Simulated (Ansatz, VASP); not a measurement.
**Two plane-wave programs on Ta**

```xyz
1
Lattice="-1.6595 1.6595 1.7839 1.6595 -1.6595 1.7839 1.6595 1.6595 -1.7839" Properties=species:S:1:pos:R:3 pbc="T T T"
Ta    0.0000    0.0000    0.0000
```

Change from the starting cell: normal strain along x +0.0000, normal strain along z +0.0750.

Alike in both runs: task single point; functional PBE; k mesh 18 × 18 × 18; occupations gaussian, width 0.15 eV; no spin polarisation.

|  | VASP | Ansatz |
| --- | --- | --- |
| version | VASP 6.6.1 | Ansatz 0.2.0 |
| potentials or method | VASP PAW PBE potentials, release 64 (Ta_pv), cutoff 520 eV | scalar-relativistic, plane waves, PAW |
| valence electrons in the cell | 11 | 13 |

|  | VASP | Ansatz | Ansatz less VASP |
| --- | --- | --- | --- |
| gap on the k mesh at the Fermi level (eV) | none | none | - |
| pressure (GPa) | -11.8 | -11.7 | +0.02 |
| traceless stress, the component that is largest in VASP (GPa) | -3.73 | -3.72 | +0.003 |

A gap of «none» marks a metal or a gap that the smearing closes. VASP's potentials hold 11 valence electrons a cell and Ansatz's 13, so a difference there can come from the potentials and not from the codes.

Neither program's run includes spin-orbit coupling.
